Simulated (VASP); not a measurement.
# Sn (Im-3m) in VASP: further runs, part 2 of 2

VASP 6.6.1.

**3. Single point, PBEsol**

File INCAR:

```
SYSTEM = Sn
PREC     = Accurate       ! precision mode
ENCUT    = 500            ! plane-wave cutoff, eV
EDIFF    = 1E-6           ! SCF threshold, eV
ISMEAR   = 1              ! smearing method
SIGMA    = 0.15           ! smearing width, eV
LREAL    = .False.        ! projectors in reciprocal space
LASPH    = .True.         ! aspherical terms in the spheres
NELM     = 120            ! most SCF steps
ALGO     = Normal         ! electronic algorithm
ISIF     = 2              ! what is computed and relaxed
LWAVE    = .False.        ! write WAVECAR
LCHARG   = .False.        ! write CHGCAR
GGA      = PS             ! functional
NBANDS   = 13             ! bands
GGA_COMPAT= .False.
```

File KPOINTS:

```
Automatic mesh
0
Gamma
  10 10 10
  0 0 0
```

File POSCAR:

```
Sn
1.0
    3.2816330257     -0.0000000182     -0.0000000315
   -1.0938776581      3.0939532938     -0.0000000315
   -1.0938776581     -1.5469766015      2.6794421768
Sn
1
Direct
    0.0000000000      0.0000000000      0.0000000000
```

Potentials or basis: VASP PAW PBE potentials, release 64 (Sn_d).

Run with:

```sh
cat potpaw_PBE.64/Sn_d/POTCAR > POTCAR
mpirun -np 1 vasp_std > vasp.out
```

Run time: 7 s. Hardware: 1 thread of Intel Xeon 6975P-C, shared host; peak memory 0.14 GiB.

It converged, with:

* Free energy: -4.2081 eV
* Pressure: -2.3 GPa
* Band gap on the k mesh: zero (band 7 reaches 15.86 eV, above the bottom of band 8 at 5.64 eV)

Levels at points of the mesh, in eV from the Fermi level:
```tsv
k point	band 3	band 4	band 5	band 6	band 7	band 8	band 9	band 10	band 11	band 12
(0.00, 0.00, 0.00)	-21.42	-21.28	-21.28	-11.06	7.98	7.98	7.98	12.16	12.16	12.16
(0.50, 0.00, 0.00)	-21.28	-21.28	-21.19	-6.39	-4.39	3.63	5.46	7.98	8.30	14.99
(0.50, 0.50, 0.50)	-21.21	-21.21	-21.21	-2.47	-0.44	-0.44	-0.44	3.88	3.88	18.26
```

Caveat: the PAW data sets were made with another functional, which shifts forces and pressure a little; spin-orbit coupling is left out, which moves the levels of the heavy elements.

**4. Single point, PBEsol**

File INCAR:

```
SYSTEM = Sn
  PREC = Accurate
  ENCUT = 500
  EDIFF = 1E-6
  ISMEAR = 1
  SIGMA = 0.1
  LREAL = .False.
  LASPH = .True.
  NELM = 120
  ALGO = Normal
  ISIF = 2
  LWAVE = .False.
  LCHARG = .True.
  GGA = PS
  LELF = .True.
  LVHAR = .True.
  NBANDS = 13
  GGA_COMPAT = .False.
```

KPOINTS is that of step 3.

POSCAR is that of step 3.

Run with:

```sh
cat potpaw_PBE.64/Sn_d/POTCAR > POTCAR
mpirun -np 1 vasp_std > vasp.out
```

It took 9.3 s on 1 thread of Intel Xeon 6975P-C, shared host; peak memory 0.14 GiB.

The run converged. Its results:

```yaml
Free_energy: -4.2082 eV
Pressure: -2.3 GPa
Band_gap_on_the_k_mesh: zero (band 7 reaches 15.86 eV, above the bottom of band 8 at 5.64 eV)
```

Levels at points of the mesh, in eV from the Fermi level:
```csv
k point,band 4,band 5,band 6,band 7,band 8,band 9,band 10,band 11
"(0.00, 0.00, 0.00)",-21.28,-21.28,-11.06,7.97,7.97,7.97,12.15,12.15
"(0.50, 0.00, 0.00)",-21.29,-21.20,-6.40,-4.39,3.62,5.45,7.98,8.29
"(0.50, 0.50, 0.50)",-21.22,-21.22,-2.47,-0.45,-0.45,-0.45,3.87,3.87
```

Caveat: the PAW data sets were made with another functional, which shifts forces and pressure a little; spin-orbit coupling is left out, which moves the levels of the heavy elements.

**5. Single point, PBEsol**

File INCAR:

```
ALGO = Normal
EDIFF = 1E-6
ENCUT = 500
GGA = PS
GGA_COMPAT = False
ISIF = 2
ISMEAR = 1
LASPH = True
LCHARG = False
LREAL = False
LWAVE = False
NBANDS = 13
NELM = 120
PREC = Accurate
SIGMA = 0.05
```

File KPOINTS:

```
k-points
0
Gamma
  10 10 10
```

POSCAR is that of step 4.

Run with:

```sh
cat potpaw_PBE.64/Sn_d/POTCAR > POTCAR
mpirun -np 1 vasp_std > vasp.out
```

Wall time 6.5 s (1 thread of Intel Xeon 6975P-C, shared host); peak memory 0.14 GiB.

Results (log left out):

| Quantity | Value |
| --- | --- |
| Free energy | -4.2082 eV |
| Pressure | -2.2 GPa |
| Band gap on the k mesh | zero (band 7 reaches 15.86 eV, above the bottom of band 8 at 5.64 eV) |

Levels at points of the mesh, in eV from the Fermi level:
```csv
k point,band 3,band 4,band 5,band 6,band 7,band 8,band 9,band 10,band 11,band 12
"(0.00, 0.00, 0.00)",-21.44,-21.30,-21.30,-11.08,7.96,7.96,7.96,12.14,12.14,12.14
"(0.50, 0.00, 0.00)",-21.30,-21.30,-21.21,-6.41,-4.41,3.61,5.44,7.96,8.28,14.97
"(0.50, 0.50, 0.50)",-21.23,-21.23,-21.23,-2.49,-0.46,-0.46,-0.46,3.85,3.85,18.24
```

Caveat: the PAW data sets were made with another functional, which shifts forces and pressure a little; spin-orbit coupling is left out, which moves the levels of the heavy elements.

**6. Single point, PBEsol**

File INCAR:

```
ALGO     = Normal         # electronic algorithm
EDIFF    = 1E-6           # SCF threshold, eV
ENCUT    = 500            # plane-wave cutoff, eV
GGA      = PS             # functional
GGA_COMPAT= False        
ISIF     = 2              # what is computed and relaxed
ISMEAR   = 1              # smearing method
LASPH    = True           # aspherical terms in the spheres
LCHARG   = False          # write CHGCAR
LREAL    = False          # projectors in reciprocal space
LWAVE    = False          # write WAVECAR
NBANDS   = 13             # bands
NELM     = 120            # most SCF steps
PREC     = Accurate       # precision mode
SIGMA    = 0.025          # smearing width, eV
```

KPOINTS is that of step 5.

POSCAR is that of step 5.

Potentials or basis: VASP PAW PBE potentials, release 64 (Sn_d).

Run with:

```sh
cat potpaw_PBE.64/Sn_d/POTCAR > POTCAR
mpirun -np 1 vasp_std > vasp.out
```

OUTCAR:

```text
EDIFF = 1E-6
   ENCUT = 500
   GGA = PS
   ISIF = 2
   ISMEAR = 1
   LASPH = True
   LREAL = False
   NELM = 120
   PREC = Accurate

 ion  position               nearest neighbor table
   1  0.000  0.000  0.000-

  LATTYP: Found a body centered cubic cell.
 ALAT       =     3.7893034215

  Lattice vectors:

 A1 = (   3.2816330257,  -0.0000000182,  -0.0000000315)
 A2 = (  -1.0938776581,   3.0939532938,  -0.0000000315)
 A3 = (  -1.0938776581,  -1.5469766015,   2.6794421768)

[... 561 lines left out ...]
     13      24.6852      0.00000

 [... further k-points ...]

------------------------ aborting loop because EDIFF is reached ----------------------------------------

  FORCE on cell =-STRESS in cart. coord.  units (eV):
  Direction    XX          YY          ZZ          XY          YZ          ZX
  --------------------------------------------------------------------------------------
  -------------------------------------------------------------------------------------
  Total       -0.3754532     -0.3754532     -0.3754532      0.0000000      0.0000000      0.0000000
  in kB      -22.1115026    -22.1115026    -22.1115026      0.0000000      0.0000000      0.0000000
  external PRESSURE =     -22.1115026 kB  Pullay stress =       0.0000000 kB

 VOLUME and BASIS-vectors are now :
 -----------------------------------------------------------------------------
  energy-cutoff  :      500.00
  volume of cell :       27.20
      direct lattice vectors                 reciprocal lattice vectors
     3.281633026 -0.000000018 -0.000000031     0.304726336  0.107737029  0.186606003
    -1.093877658  3.093953294 -0.000000031     0.000000004  0.323211088  0.186606003
    -1.093877658 -1.546976601  2.679442177     0.000000004  0.000000005  0.373212014

 POSITION                                       TOTAL-FORCE (eV/Angst)
 -----------------------------------------------------------------------------------
      0.00000      0.00000      0.00000         0.000000      0.000000      0.000000
 -----------------------------------------------------------------------------------
    total drift:                                0.000000      0.000000      0.000000

  FREE ENERGIE OF THE ION-ELECTRON SYSTEM (eV)
  ---------------------------------------------------
  free  energy   TOTEN  =        -4.2081051886 eV

  energy  without entropy=       -4.2080608614  energy(sigma->0) =       -4.20809041
```

stdout:

```text
POSCAR found type information on POSCAR Sn
 POSCAR found :  1 types and       1 ions
 scaLAPACK will be used
 -----------------------------------------------------------------------------
|                                                                             |
|                                                                             |
|     You enforced a specific xc type in the INCAR file but a different       |
|     I HOPE YOU KNOW WHAT YOU ARE DOING!                                     |
|                                                                             |
 -----------------------------------------------------------------------------

 LDA part: xc-table for (Slater+PW92), standard interpolation
 POSCAR, INCAR and KPOINTS ok, starting setup
 FFT: planning ... GRIDC
 FFT: planning ... GRID_SOFT
 FFT: planning ... GRID
 WAVECAR not read
 entering main loop
```

Wall time 7.5 s (1 thread of Intel Xeon 6975P-C, shared host); peak memory 0.14 GiB.

Results:

```yaml
Free_energy: -4.2081 eV
Pressure: -2.2 GPa
Band_gap_on_the_k_mesh: zero (band 7 reaches 15.86 eV, above the bottom of band 8 at 5.64 eV)
```

Caveat: the PAW data sets were made with another functional, which shifts forces and pressure a little; spin-orbit coupling is left out, which moves the levels of the heavy elements.

**7. Summary**

| smearing | gap on the mesh (eV) | pressure (GPa) |
| --- | --- | --- |
| methfessel-paxton 0.25 eV | none | -2.2 |
| methfessel-paxton 0.15 eV | none | -2.3 |
| methfessel-paxton 0.1 eV | none | -2.3 |
| methfessel-paxton 0.05 eV | none | -2.2 |
| methfessel-paxton 0.025 eV | none | -2.2 |

Alike in all rows: task single point; level PBEsol; potentials or basis VASP PAW PBE potentials, release 64 (Sn_d); no spin polarisation; cell as given; k mesh 10 × 10 × 10; cutoff (eV) 500.

Every run on the cell as given and a fine mesh finds a metal.

Caveats: the PAW data sets were made with another functional, which shifts forces and pressure a little; spin-orbit coupling is left out, which moves the levels of the heavy elements.

Absolute energies hang on the potentials; compare differences alone.
